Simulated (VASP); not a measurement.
Set up this calculation in VASP 6.6.1, as the native input.

| Quantity | Value |
| --- | --- |
| Task | single point |
| Functional | PBE |
| Potentials or basis | VASP PAW PBE potentials, release 64 (Fe_sv, O) |
| Cutoff | 600 eV |
| k mesh | 14 × 14 × 14 |
| Occupations | gaussian, width 0.05 eV |
| Spin | no spin polarisation |
| Dipole correction | no |
| Second run | valence_matched |
| Further INCAR settings | ALGO = Normal; EDIFF = 1e-06; NBANDS = 18 |

The structure of FeO (Wuestite) lies in POSCAR:

```
FeO
1.0
    0.0000000000      2.0451956301      2.0451956301
    2.0451956301      0.0000000000      2.0451956301
    2.0451956301      2.0451956301      0.0000000000
Fe O
1 1
Direct
    0.0000000000      0.0000000000      0.0000000000
    0.5000000000      0.5000000000      0.5000000000
```

These files were run (other wordings do the same):

INCAR

```
SYSTEM = FeO
PREC     = Accurate       ! precision mode
ENCUT    = 600            ! plane-wave cutoff, eV
EDIFF    = 1E-6           ! SCF threshold, eV
ISMEAR   = 0              ! smearing method
SIGMA    = 0.05           ! smearing width, eV
LREAL    = .FALSE.        ! projectors in reciprocal space
LASPH    = .TRUE.         ! aspherical terms in the spheres
NELM     = 120            ! most SCF steps
ALGO     = Normal         ! electronic algorithm
ISIF     = 2              ! what is computed and relaxed
LWAVE    = .FALSE.        ! write WAVECAR
LCHARG   = .TRUE.         ! write CHGCAR
GGA      = PE             ! functional
LELF     = .TRUE.         ! ELF
LVHAR    = .TRUE.       
NBANDS   = 18             ! bands
GGA_COMPAT= .FALSE.
```

KPOINTS

```
Automatic mesh
0
G
  14 14 14
  0 0 0
```

Potentials or basis: VASP PAW PBE potentials, release 64 (Fe_sv, O).

Command:

```sh
$ cat potpaw_PBE.64/Fe_sv/POTCAR potpaw_PBE.64/O/POTCAR > POTCAR
$ mpirun -np 1 vasp_std > vasp.out
```

It gave:

| Property | Result |
| --- | --- |
| Pressure | -2.6 GPa |
| Band gap on the k mesh | zero (band 11 reaches 11.64 eV, above the bottom of band 12 at 10.54 eV) |

Caveat: the run has no spin polarisation, though such a crystal can be magnetic; semilocal functionals often make such compounds metallic where correlation or magnetic order opens a gap, which also shifts bond lengths.

Run time: 36 s on 1 thread of AMD EPYC 9R45 (Zen 5) (shared host), peak memory 0.13 GiB.
